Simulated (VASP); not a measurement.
# La (Im-3m) in VASP: a series of runs, part 2 of 2

VASP 6.6.1.

## Step 3: Single point, r2SCAN50

This run uses another cell than the first one, of 36.02 Å³/atom.

Contents of POSCAR:

```
La
1.0
   -2.0804754144      2.0804754144      2.0804754144
    2.0804754144     -2.0804754144      2.0804754144
    2.0804754144      2.0804754144     -2.0804754144
La
1
Direct
    0.0000000000      0.0000000000      0.0000000000
```

Contents of INCAR.step1:

```
SYSTEM = La
  ALGO = Normal
  EDIFF = 1E-5
  ENCUT = 520
  GGA = PE
  ISIF = 2
  ISMEAR = 0
  LASPH = .True.
  LREAL = .False.
  LWAVE = .True.
  NBANDS = 12
  NELM = 100
  PREC = Accurate
  SIGMA = 0.025
```

Contents of INCAR.step2:

```
SYSTEM = La
  AEXX = 0.5
  ALGO = Normal
  EDIFF = 1E-6
  ENCUT = 520
  ISIF = 2
  ISMEAR = 0
  ISTART = 1
  LASPH = .True.
  LCHARG = .True.
  LELF = .True.
  LHFCALC = .True.
  LMIXTAU = .True.
  LREAL = .False.
  LVHAR = .True.
  LWAVE = .False.
  METAGGA = R2SCAN
  NBANDS = 12
  NELM = 100
  PREC = Accurate
  PRECFOCK = Normal
  SIGMA = 0.025
```

Contents of KPOINTS:

```
k-points
0
Gamma
  6 6 6
  0 0 0
```

Potentials or basis: VASP PAW PBE potentials, release 64 (La).

The run is started by

```
$ cat potpaw_PBE.64/La/POTCAR > POTCAR
$ cp INCAR.step1 INCAR
$ mpirun -np 1 vasp_std > vasp.out
$ cp INCAR.step2 INCAR
$ mpirun -np 1 vasp_std > vasp.out
```

OUTCAR:

```text
SYSTEM = La
   AEXX = 0.5
   EDIFF = 1E-6
   ENCUT = 520
   ISIF = 2
   ISMEAR = 0
   ISTART = 1
   LASPH = .True.
   LHFCALC = .True.
   LREAL = .False.
   METAGGA = R2SCAN
   NELM = 100
   PREC = Accurate
   PRECFOCK = Normal

 ion  position               nearest neighbor table
   1  0.000  0.000  0.000-

  LATTYP: Found a body centered cubic cell.
 ALAT       =     4.1609508288

  Lattice vectors:

 A1 = (  -2.0804754144,   2.0804754144,   2.0804754144)
 A2 = (   2.0804754144,  -2.0804754144,   2.0804754144)
 A3 = (   2.0804754144,   2.0804754144,  -2.0804754144)

Analysis of symmetry for initial positions (statically):
=====================================================================
 Subroutine PRICEL returns:
 Original cell was already a primitive cell.

 Routine SETGRP: Setting up the symmetry group for a
 body centered cubic supercell.

 Subroutine GETGRP returns: Found 48 space group operations
 (whereof 48 operations were pure point group operations)
 out of a pool of 48 trial point group operations.

[... 166 lines left out ...]
 k-point     1 :       0.0000    0.0000    0.0000
  band No.  band energies     occupation
      1     -31.2116      2.00000
      2     -11.4945      2.00000
      3     -11.4945      2.00000
      4     -11.4945      2.00000
      5       2.8305      2.00000
      6      11.5607      0.00000
      7      11.5607      0.00000
      8      11.5607      0.00000
      9      14.0709      0.00000
     10      14.4861      0.00000
     11      14.4861      0.00000
     12      14.4861      0.00000
[... 211 lines left out ...]
 k-point    16 :       0.5000    0.5000    0.5000
  band No.  band energies     occupation
      1     -30.7070      2.00000
      2     -12.7126      2.00000
      3     -12.7126      2.00000
      4     -12.7126      2.00000
      5       4.6706      2.00000
      6       4.6706      2.00000
      7      14.9001      0.00000
      8      14.9001      0.00000
      9      14.9001      0.00000
     10      15.2464      0.00000
     11      16.5243      0.00000
     12      16.5243      0.00000

------------------------ aborting loop because EDIFF is reached ----------------------------------------

  FORCE on cell =-STRESS in cart. coord.  units (eV):
  Direction    XX          YY          ZZ          XY          YZ          ZX
  --------------------------------------------------------------------------------------
  -------------------------------------------------------------------------------------
  Total        0.9353985      0.9353985      0.9353985     -0.0000000     -0.0000000     -0.0000000
  in kB       41.6063378     41.6063378     41.6063378     -0.0000000     -0.0000000     -0.0000000
  external PRESSURE =      41.6063378 kB  Pullay stress =       0.0000000 kB

 VOLUME and BASIS-vectors are now :
 -----------------------------------------------------------------------------
  energy-cutoff  :      520.00
  volume of cell :       36.02
      direct lattice vectors                 reciprocal lattice vectors
    -2.080475414  2.080475414  2.080475414     0.000000000  0.240329685  0.240329685
     2.080475414 -2.080475414  2.080475414     0.240329685  0.000000000  0.240329685
     2.080475414  2.080475414 -2.080475414     0.240329685  0.240329685  0.000000000

 POSITION                                       TOTAL-FORCE (eV/Angst)
 -----------------------------------------------------------------------------------
      0.00000      0.00000      0.00000        -0.000000      0.000000      0.000000
 -----------------------------------------------------------------------------------
    total drift:                               -0.000001      0.000000     -0.000000

  FREE ENERGIE OF THE ION-ELECTRON SYSTEM (eV)
  ---------------------------------------------------
  free  energy   TOTEN  =       -18.2995615682 eV

  energy  without entropy=      -18.2991677686  energy(sigma->0) =      -18.29936467
```

It took 45 min on 1 thread of Intel Xeon Platinum 8488C (Sapphire Rapids), shared host; peak memory 0.19 GiB.

Results:

```
Free energy            : -18.2996 eV
Pressure               : 4.2 GPa
Band gap on the k mesh : zero (an odd number of electrons rules out a gap without spin polarisation)
```

Caveat: the cell stands under pressure; the PAW data sets were made with another functional, which shifts forces and pressure a little; spin-orbit coupling is left out, which moves the levels of the heavy elements.

## Step 4: Single point, r2SCAN50

This run uses another cell than the first one, of 36.79 Å³/atom.

Contents of POSCAR:

```
La
1.0
   -2.0951271325      2.0951271325      2.0951271325
    2.0951271325     -2.0951271325      2.0951271325
    2.0951271325      2.0951271325     -2.0951271325
La
1
Direct
    0.0000000000      0.0000000000      0.0000000000
```

Contents of INCAR.step1:

```
PREC = Accurate ; ENCUT = 520
EDIFF = 1E-5 ; ISMEAR = 0
SIGMA = 0.025 ; LREAL = False
LASPH = True ; NELM = 100
ALGO = Normal ; ISIF = 2
LWAVE = True ; LCHARG = False
GGA = PE ; NBANDS = 12
```

Contents of INCAR.step2:

```
PREC = Accurate ; ENCUT = 520
EDIFF = 1E-7 ; ISMEAR = 0
SIGMA = 0.025 ; LREAL = False
LASPH = True ; NELM = 100
ALGO = Normal ; ISIF = 2
LWAVE = False ; LCHARG = False
METAGGA = R2SCAN ; LHFCALC = True
AEXX = 0.5 ; LMIXTAU = True
PRECFOCK = Normal ; ISTART = 1
NBANDS = 12
```

Contents of KPOINTS:

```
Automatic mesh
0
Gamma
  6 6 6
```

The run is started by

```
$ cat potpaw_PBE.64/La/POTCAR > POTCAR
$ cp INCAR.step1 INCAR
$ mpirun -np 1 vasp_std > vasp.out
$ cp INCAR.step2 INCAR
$ mpirun -np 1 vasp_std > vasp.out
```

It took 16 min on 1 thread of Intel Xeon Platinum 8488C (Sapphire Rapids), shared host; peak memory 0.18 GiB.

Results (log left out):

```
Free energy            : -18.2965 eV
Pressure               : 3.6 GPa
Band gap on the k mesh : zero (an odd number of electrons rules out a gap without spin polarisation)
```

Levels at points of the mesh, in eV from the Fermi level:
| k point | band 2 | band 3 | band 4 | band 5 | band 6 | band 7 | band 8 | band 9 |
| --- | --- | --- | --- | --- | --- | --- | --- | --- |
| (0.00, 0.00, 0.00) | -19.97 | -19.97 | -19.97 | -5.58 | 3.16 | 3.16 | 3.16 | 5.61 |
| (0.50, 0.00, 0.00) | -21.75 | -20.48 | -20.01 | -3.35 | -0.38 | 3.47 | 5.76 | 5.78 |
| (0.50, 0.50, 0.50) | -21.11 | -21.11 | -21.11 | -3.62 | -3.62 | 6.45 | 6.45 | 6.45 |

Caveat: the cell stands under pressure; the PAW data sets were made with another functional, which shifts forces and pressure a little; spin-orbit coupling is left out, which moves the levels of the heavy elements.

## Step 5: Overview

```csv
level,cell,k mesh,smearing,grid for exact exchange (PRECFOCK),share of exact exchange,gap on the mesh (eV),pressure (GPa)
RPBE+D3(BJ),"a = 3.679 Å, angles 109.5°, 1 atom",9 × 9 × 9,fermi-dirac 0.05 eV,-,-,none,-19.4
r2SCAN50,"a = 3.603 Å, angles 109.5°, 1 atom",6 × 6 × 6,gaussian 0.025 eV,Normal,0.5,none,4.2
r2SCAN50,"a = 3.629 Å, angles 109.5°, 1 atom",6 × 6 × 6,gaussian 0.025 eV,Normal,0.5,none,3.6
```

Alike in all rows: task single point; potentials or basis VASP PAW PBE potentials, release 64 (La); no spin polarisation; cutoff (eV) 520.

Caveats: the PAW data sets were made with another functional, which shifts forces and pressure a little; spin-orbit coupling is left out, which moves the levels of the heavy elements; the cell stands under pressure (at least some runs); the cell stands under tension (at least some runs); the dispersion term is far too large for a dense solid, which distorts pressure and volume (at least some runs).

Absolute energies hang on the potentials; compare differences alone.
